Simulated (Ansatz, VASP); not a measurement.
# Two plane-wave programs on CdTe

The input POSCAR:

```
CdTe
1.0
    0.0000000000      3.2050000000      3.2050000000
    3.2050000000      0.0000000000      3.2050000000
    3.2050000000      3.2050000000      0.0000000000
Te Cd
1 1
Direct
    0.7500000000      0.7500000000      0.7500000000
    0.0000000000      0.0000000000      0.0000000000
```

File INCAR.step1:

```
PREC = Accurate
ENCUT = 520
EDIFF = 1E-5
ISMEAR = -1
SIGMA = 0.05
LREAL = False
LASPH = True
NELM = 100
ALGO = Normal
ISIF = 2
LWAVE = True
NBANDS = 16
GGA = PE
```

File INCAR.step2:

```
PREC = Accurate
ENCUT = 520
EDIFF = 1E-7
ISMEAR = -1
SIGMA = 0.05
LREAL = False
LASPH = True
NELM = 100
ALGO = Normal
ISIF = 2
LWAVE = False
LCHARG = True
GGA = PE
LHFCALC = True
HFSCREEN = 0.2079
PRECFOCK = Normal
LELF = True
LVHAR = True
NBANDS = 16
ISTART = 1
```

The input KPOINTS:

```
regular mesh
0
Gamma
  4 4 4
```

Contents of input.yaml:

```yaml
crystal:
  lattice:
    - [0.0, 3.205, 3.205]
    - [3.205, 0.0, 3.205]
    - [3.205, 3.205, 0.0]
  atoms:
    - { symbol: Te, position: [0.75, 0.75, 0.75] }
    - { symbol: Cd, position: [0.0, 0.0, 0.0] }
hamiltonian:
  xc: hse06
  pseudopotentials: { kind: paw }
kpoints:
  mp_grid: { grid: [4, 4, 4] }
scf:
  occupations: { method: fermi_dirac, width: 0.05 }
output:
  forces: true
  stress: true
  eigenvalues: true
```

Alike in both runs: task single point; functional HSE06; k mesh 4 × 4 × 4; occupations fermi-dirac, width 0.05 eV; no spin polarisation.

```csv
,VASP,Ansatz
version,VASP 6.6.1,Ansatz 0.2.0
potentials or method,"VASP PAW PBE potentials, release 64 (Te, Cd)",Ansatz PAW
plane-wave cutoff (eV),520,420
valence electrons in the cell,18,36
```

VASP gave:

| Item | Value |
| --- | --- |
| gap on the k mesh at the Fermi level (eV) | 1.67 |
| least direct gap on the mesh (eV) | 1.67 |
| pressure (GPa) | 3.5 |

Problem. Estimate Ansatz's values.

Solution. gap on the k mesh at the Fermi level (eV): 1.77; least direct gap on the mesh (eV): 1.77; pressure (GPa): 3.5.

VASP's potentials hold 18 valence electrons a cell and Ansatz's 36, so a difference there can come from the potentials and not from the codes.

The k mesh is coarse, so the values compare programs but aren't converged. Spin-orbit coupling is off throughout.
